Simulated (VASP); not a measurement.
# Mg6F in VASP: notebook, part 3 of 3

VASP 6.6.1. The steps go on from the part before.

### 4 Single point, PBE

Contents of INCAR:

```
SYSTEM = Mg6F
PREC = Accurate
ENCUT = 520
EDIFF = 1E-7
ISMEAR = 0
SIGMA = 0.1
LREAL = .False.
LASPH = .True.
NELM = 80
ALGO = Normal
ISIF = 2
LWAVE = .False.
LCHARG = .False.
LDIPOL = .True.
IDIPOL = 3
DIPOL = 0.5 0.5 0.321
GGA = PE
NBANDS = 18
```

Contents of KPOINTS:

```
regular mesh
0
Gamma
  9 4 1
  0 0 0
```

Contents of POSCAR:

```
Mg6F
1.0
    3.2034417932      0.0000000000      0.0000000000
   -1.6017208966      7.8153198520      0.0000000000
    0.0000000000      0.0000000000     20.9851131634
Mg F
6 1
Direct
    0.8493879956      0.6987759913      0.1906113143
    0.5210014932      0.0420029864      0.2197581863
    0.1926149907      0.3852299814      0.2489050583
    0.3710660944      0.7414803149      0.3283003664
    0.0426232582      0.0834482649      0.3542380799
    0.7128162912      0.4251093731      0.3805132287
    0.7128162912      1.1751093731      0.5249012992
```

Potentials or basis: VASP PAW PBE potentials, release 64 (Mg, F).

Started as:

```bash
$ cat potpaw_PBE.64/Mg/POTCAR potpaw_PBE.64/F/POTCAR > POTCAR
$ mpirun -np 1 vasp_std > vasp.out
```

OUTCAR:

```text
SYSTEM = Mg6F
   PREC = Accurate
   ENCUT = 520
   EDIFF = 1E-7
   ISMEAR = 0
   LREAL = .False.
   LASPH = .True.
   NELM = 80
   ISIF = 2
   GGA = PE

 ion  position               nearest neighbor table
   1  0.849  0.699  0.191-   3 3.17   3 3.17   2 3.18   2 3.18   4 3.32   4 3.32
   2  0.521  0.042  0.220-   3 3.18   3 3.18   1 3.18   1 3.18   5 3.26   5 3.26   4 3.27
   3  0.193  0.385  0.249-   1 3.17   1 3.17   2 3.18   2 3.18   6 3.21   6 3.21   5 3.23   4 3.24

   4  0.371  0.741  0.328-   6 3.14   6 3.14   5 3.16   5 3.16   3 3.24   2 3.27   1 3.32   1 3.32

   5  0.043  0.083  0.354-   6 3.16   4 3.16   6 3.16   4 3.16   3 3.23   2 3.26   2 3.26
   6  0.713  0.425  0.381-   4 3.14   4 3.14   5 3.16   5 3.16   3 3.21   3 3.21
   7  0.713  0.175  0.525-

  LATTYP: Found a base centered orthorhombic cell.
 ALAT       =     3.2034417932
 B/A-ratio  =     4.8793268968
 C/A-ratio  =     6.5508020804

  Lattice vectors:

 A1 = (   1.6017208966,  -7.8153198520,   0.0000000000)
 A2 = (   1.6017208966,   7.8153198520,   0.0000000000)
 A3 = (   0.0000000000,   0.0000000000,  20.9851131634)

Analysis of symmetry for initial positions (statically):
=====================================================================
 Subroutine PRICEL returns:
 Original cell was already a primitive cell.

 Routine SETGRP: Setting up the symmetry group for a
 base centered orthorhombic supercell.

 Subroutine GETGRP returns: Found  1 space group operations
 (whereof  1 operations were pure point group operations)
 out of a pool of  8 trial point group operations.

The static configuration has the point symmetry C_1 .

Analysis of symmetry for dynamics (positions and initial velocities):
=====================================================================
 Subroutine PRICEL returns:
 Original cell was already a primitive cell.

 Routine SETGRP: Setting up the symmetry group for a
 base centered orthorhombic supercell.

 Subroutine GETGRP returns: Found  1 space group operations
 (whereof  1 operations were pure point group operations)
 out of a pool of  8 trial point group operations.

The dynamic configuration has the point symmetry C_1 .

 Subroutine INISYM returns: Found  1 space group operations
 (whereof  1 operations are pure point group operations),
 and found     1 'primitive' translations

----------------------------------------------------------------------------------------

                                     Primitive cell

  volume of cell :     525.3817

  direct lattice vectors                    reciprocal lattice vectors
     3.203441793  0.000000000  0.000000000     0.312164249  0.063976908  0.000000000
    -1.601720897  7.815319852  0.000000000     0.000000000  0.127953816  0.000000000
     0.000000000  0.000000000 20.985113163     0.000000000  0.000000000  0.047652829

  length of vectors
     3.203441793  7.977764989 20.985113163     0.318652731  0.127953816  0.047652829
[... 71 lines left out ...]
  0.111111 -0.000000  0.000000      2.000000
  0.222222 -0.000000  0.000000      2.000000
  0.333333 -0.000000  0.000000      2.000000
  0.444444 -0.000000  0.000000      2.000000
  0.000000  0.250000  0.000000      2.000000
[... 11 lines left out ...]
  0.333333  0.500000  0.000000      2.000000
  0.444444  0.500000  0.000000      2.000000
   k-points           NKPTS =     19   k-points in BZ     NKDIM =     19   number of bands    NBANDS=     18
   number of dos      NEDOS =    301   number of ions     NIONS =      7
   total plane-waves  NPLWV = 230400
   dimension x,y,z NGX =    24 NGY =   60 NGZ =  160
   dimension x,y,z NGXF=    48 NGYF=  120 NGZF=  320
   ions per type =               6   1
   NGX,Y,Z   is equivalent  to a cutoff of  12.46, 12.50, 12.68 a.u.
   NGXF,Y,Z  is equivalent  to a cutoff of  24.91, 25.01, 25.35 a.u.
 SYSTEM =  Mg6F
   PREC   = accura    normal or accurate (medium, high low for compatibility)
   ISTART =      0    job   : 0-new  1-cont  2-samecut
   ICHARG =      2    charge: 1-file 2-atom 10-const
   ISPIN  =      1    spin polarized calculation?
   LNONCOLLINEAR =      F non collinear calculations
   LSORBIT =      F    spin-orbit coupling
   LASPH  =      T    aspherical Exc in radial PAW
   ENCUT  =  520.0 eV  38.22 Ry    6.18 a.u.   5.96 14.83 39.02*2*pi/ulx,y,z
   NELM   =     80;   NELMIN=  2; NELMDL= -5     # of ELM steps
   EDIFF  = 0.1E-06   stopping-criterion for ELM
   LREAL  =      F    real-space projection
   EDIFFG = 0.1E-05   stopping-criterion for IOM
   NSW    =      0    number of steps for IOM
   IBRION =     -1    ionic relax: 0-MD 1-quasi-New 2-CG
   NFREE  =      0    steps in history (QN), initial steepest desc. (CG)
   ISIF   =      2    stress and relaxation
   ISYM   =      2    0-nonsym 1-usesym 2-fastsym
   POTIM  = 0.5000    time-step for ionic-motion
   TEBEG  =    0.0;   TEEND  =   0.0 temperature during run
   PSTRESS=    0.0 pullay stress
   NELECT =      19.0000    total number of electrons
   NUPDOWN=      -1.0000    fix difference up-down
   EMIN   =  10.00;   EMAX   =-10.00  energy-range for DOS
   EFERMI =   0.00;   METHOD = LEGACY
   ISMEAR =     0;   SIGMA  =   0.10  broadening in eV -4-tet -1-fermi 0-gaus
   EFERMI_NEDOS =   21; number of points for ismear=-14 and -15
   IALGO  =     38    algorithm
   IMIX   =      4    mixing-type and parameters
     AMIX     =   0.40;   BMIX     =  1.00
     AMIX_MAG =   1.60;   BMIX_MAG =  1.00
  volume/ion in A,a.u.               =      75.05       506.49
  Fermi-wavevector in a.u.,A,eV,Ry     =   0.541379  1.023057  3.987742  0.293091
  Thomas-Fermi vector in A             =   1.568933
   LORBIT       =      0    0 simple, 1 ext, 2 COOP (PROOUT), +10 PAW based schemes
   GGA     = PE    functional components
   LHFCALC =     F    Hartree Fock is set to
   AEXX    =    0.0000 exact exchange contribution
   IVDW    =     0    specifies the selected vdW correction
   LEPSILON=     F    determine dielectric tensor
   LRPA    =     F    only Hartree local field effects (RPA)
 non-spin polarized calculation
 Gauss-broadening in eV      SIGMA  =   0.10
  energy-cutoff  :      520.00
  volume of cell :      525.38
 maximum number of plane-waves:     14191
   NGX = 11   NGY = 29   NGZ = 79

 number of electron      18.9999996 magnetization

 dipolmoment           0.000000      0.000000      0.721506 electrons x Angstroem

 Free energy of the ion-electron system (eV)
  ---------------------------------------------------
  ext. energy  EPLUGINS =         0.00000000
  ---------------------------------------------------
  free energy    TOTEN  =        -9.22946576 eV

  energy without entropy =       -9.19489715  energy(sigma->0) =       -9.21218146

 E-fermi :  -3.5498     XC(G=0):  -3.3487

 val. band max:       -3.5532084450   @ k =   0.0000   0.2500   0.0000
 cond. band min:      -3.4989048889   @ k =   0.0000   0.2500   0.0000
 fundamental gap:      0.0543035561
 Fermi energy:        -3.5498174777

 k-point     1 :       0.0000    0.0000    0.0000
  band No.  band energies     occupation
      1     -22.4361      2.00000
      2      -9.6616      2.00000
      3      -7.6485      2.00000
      4      -7.2727      2.00000
      5      -6.9822      2.00000
      6      -5.2804      2.00000
[... 376 lines left out ...]
      5      -4.5147      2.00000
      6      -4.1981      2.00000
[... 10 lines left out ...]
     17      -0.3650      0.00000
     18      -0.1456      0.00000

------------------------ aborting loop because EDIFF is reached ----------------------------------------

 vacuum level on the upper side and lower side of the slab       (xc-potential included)         2.526        -2.560

  FORCE on cell =-STRESS in cart. coord.  units (eV):
  Direction    XX          YY          ZZ          XY          YZ          ZX
  --------------------------------------------------------------------------------------
  -------------------------------------------------------------------------------------
  Total       -3.1897997     -0.8759320     -3.9208197     -0.3281674      0.6314976     -0.0135368
  in kB       -9.7274518     -2.6711980    -11.9567335     -1.0007627      1.9257833     -0.0412813
  external PRESSURE =      -8.1184611 kB  Pullay stress =       0.0000000 kB

 VOLUME and BASIS-vectors are now :
 -----------------------------------------------------------------------------
  energy-cutoff  :      520.00
  volume of cell :      525.38
      direct lattice vectors                 reciprocal lattice vectors
     3.203441793  0.000000000  0.000000000     0.312164249  0.063976908  0.000000000
    -1.601720897  7.815319852  0.000000000     0.000000000  0.127953816  0.000000000
     0.000000000  0.000000000 20.985113163     0.000000000  0.000000000  0.047652829

 POSITION                                       TOTAL-FORCE (eV/Angst)
 -----------------------------------------------------------------------------------
      1.60172      5.46116      4.00000         0.001247      0.041447      0.114805
      1.60172      0.32827      4.61165        -0.000938     -0.047658      0.046697
      0.00000      3.01070      5.22330         0.003207     -0.004502     -0.087751
      0.00104      5.79491      6.88942        -0.000098     -0.001743     -0.002065
      0.00288      0.65217      7.43373        -0.021367     -0.035412      0.430400
      1.60256      3.32237      7.98511         0.022112     -0.150445      0.607770
      2.00299      1.36854     11.01511        -0.004162      0.198313     -1.109855
 -----------------------------------------------------------------------------------
    total drift:                                0.000466     -0.000027     -0.000364

  FREE ENERGIE OF THE ION-ELECTRON SYSTEM (eV)
  ---------------------------------------------------
  free  energy   TOTEN  =        -9.2294657600 eV

  energy  without entropy=       -9.1948971537  energy(sigma->0) =       -9.21218146

 vacuum level on the upper side and lower side of the slab         5.272         0.055
```

Run time: 9.8 min. Hardware: 1 thread of Oxide Virtual Turin-like, shared host; peak memory 0.54 GiB.

What came out:

| Property | Result |
| --- | --- |
| Free energy | -9.2295 eV |
| Largest force | 1.127 eV/Å |
| Band gap on the k mesh | zero (an odd number of electrons rules out a gap without spin polarisation) |

Forces in eV/Å, atoms in the order of the input:
```
Mg   0.001  0.041  0.115
Mg  -0.001 -0.048  0.047
Mg   0.003 -0.005 -0.088
Mg   0.000 -0.002 -0.002
Mg  -0.021 -0.035  0.430
Mg   0.022 -0.150  0.608
F   -0.004  0.198 -1.110
```

Caveat: an odd number of electrons without spin polarisation forces a metal; a magnetic or distorted state may lie lower.

### 5 Single point, PBE

Contents of INCAR:

```
SYSTEM = Mg6F
PREC = Accurate ; ENCUT = 520
EDIFF = 1E-7 ; ISMEAR = 0
SIGMA = 0.1 ; LREAL = .FALSE.
LASPH = .TRUE. ; NELM = 80
ALGO = Normal ; ISIF = 2
LWAVE = .FALSE. ; LCHARG = .FALSE.
LDIPOL = .TRUE. ; IDIPOL = 3
DIPOL = 0.5 0.5 0.315 ; GGA = PE
NBANDS = 18
```

Contents of KPOINTS:

```
regular mesh
0
G
  9 4 1
  0 0 0
```

POSCAR: that of step 4 with these lines changed.

```diff
@@ -14,2 +14,2 @@
     0.7128162912      0.4251093731      0.3805132287
-    0.7128162912      1.1751093731      0.5249012992
+    0.7128162912      0.5501093731      0.4820137535
```

Started as:

```bash
$ cat potpaw_PBE.64/Mg/POTCAR potpaw_PBE.64/F/POTCAR > POTCAR
$ mpirun -np 1 vasp_std > vasp.out
```

Run time: 9.2 min. Hardware: 1 thread of Oxide Virtual Turin-like, shared host; peak memory 0.54 GiB.

It converged, with:

```yaml
Free_energy: -11.2323 eV
Largest_force: 2.941 eV/Å
Band_gap_on_the_k_mesh: zero (an odd number of electrons rules out a gap without spin polarisation)
```

Forces in eV/Å, atoms in the order of the input:
```
Mg   0.001  0.057  0.135
Mg  -0.002 -0.070  0.028
Mg  -0.002  0.049 -0.018
Mg   0.012  0.031  0.117
Mg  -0.002 -0.044  0.041
Mg  -0.102  0.835  2.509
F    0.096 -0.858 -2.812
```

Levels at points of the mesh, in eV from the Fermi level:
| k point | band 7 | band 8 | band 9 | band 10 | band 11 | band 12 | band 13 | band 14 |
| --- | --- | --- | --- | --- | --- | --- | --- | --- |
| (0.00, 0.00, 0.00) | -1.60 | -1.02 | -0.82 | -0.15 | -0.13 | 1.20 | 2.02 | 2.76 |
| (0.00, 0.50, 0.00) | -0.96 | -0.84 | -0.31 | -0.14 | -0.11 | 0.16 | 1.46 | 2.05 |

Caveat: an odd number of electrons without spin polarisation forces a metal; a magnetic or distorted state may lie lower.

### 6 Summary

```csv
cell,gap on the mesh (eV),largest force (eV/Å)
"as given, atomic positions A",none,1.58
"as given, atomic positions B",none,2.48
"as given, atomic positions C",none,1.13
"as given, atomic positions D",none,2.94
```

Alike in all rows: task single point; level PBE; potentials or basis VASP PAW PBE potentials, release 64 (Mg, F); no spin polarisation; k mesh 9 × 4 × 1; cutoff (eV) 520; smearing gaussian 0.1 eV.

Caveats: an odd number of electrons without spin polarisation forces a metal; a magnetic or distorted state may lie lower.

Absolute energies hang on the potentials; compare differences alone.
